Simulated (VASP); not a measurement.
Write the native input for VASP 6.6.1 that does the following.

```
Task                               : single point
Functional                         : PBE0
Potentials or basis                : VASP PAW PBE potentials, release 64 (S, Mg)
Cutoff                             : 520 eV
k mesh                             : 6 × 6 × 6
Occupations                        : fermi-dirac, width 0.05 eV
Spin                               : no spin polarisation
Dipole correction                  : no
Grid for exact exchange (PRECFOCK) : Normal
Further INCAR settings             : ALGO = Normal; EDIFF = 1e-06; NBANDS = 11
Share of exact exchange            : 0.25
```

Crystal: MgS.

```
CELL_PARAMETERS angstrom
0.00000 2.56649 2.56649
2.56649 0.00000 2.56649
2.56649 2.56649 0.00000
ATOMIC_POSITIONS crystal
S 0.50000 0.50000 0.50000
Mg 0.00000 0.00000 0.00000
```

One way to write it, as run:

POSCAR

```
MgS
1.0
    0.0000000000      2.5664882573      2.5664882573
    2.5664882573      0.0000000000      2.5664882573
    2.5664882573      2.5664882573      0.0000000000
S Mg
1 1
Direct
    0.5000000000      0.5000000000      0.5000000000
    0.0000000000      0.0000000000      0.0000000000
```

INCAR.step1

```
SYSTEM = MgS
ALGO = Normal
EDIFF = 1E-5
ENCUT = 520
GGA = PE
ISIF = 2
ISMEAR = -1
LASPH = .True.
LREAL = .False.
LWAVE = .True.
NBANDS = 11
NELM = 60
PREC = Accurate
SIGMA = 0.05
```

INCAR.step2

```
SYSTEM = MgS
AEXX = 0.25
ALGO = Normal
EDIFF = 1E-6
ENCUT = 520
GGA = PE
ISIF = 2
ISMEAR = -1
ISTART = 1
LASPH = .True.
LCHARG = .True.
LELF = .True.
LHFCALC = .True.
LREAL = .False.
LVHAR = .True.
LWAVE = .False.
NBANDS = 11
NELM = 60
PREC = Accurate
PRECFOCK = Normal
SIGMA = 0.05
```

KPOINTS

```
k-points
0
Gamma
  6 6 6
  0 0 0
```

Potentials or basis: VASP PAW PBE potentials, release 64 (S, Mg).

Launch:

```bash
$ cat potpaw_PBE.64/S/POTCAR potpaw_PBE.64/Mg/POTCAR > POTCAR
$ cp INCAR.step1 INCAR
$ mpirun -np 1 vasp_std > vasp.out
$ cp INCAR.step2 INCAR
$ mpirun -np 1 vasp_std > vasp.out
```

Results of the run:

```json
{
 "Pressure": "2.7 GPa",
 "Band gap on the k mesh": "4.59 eV (least direct gap 5.87 eV)"
}
```

Caveat: the PAW data sets were made with another functional, which shifts forces and pressure a little.

Run time: 21 min on 1 thread of Intel Xeon 8259CL, on a shared host, peak memory 0.18 GiB.
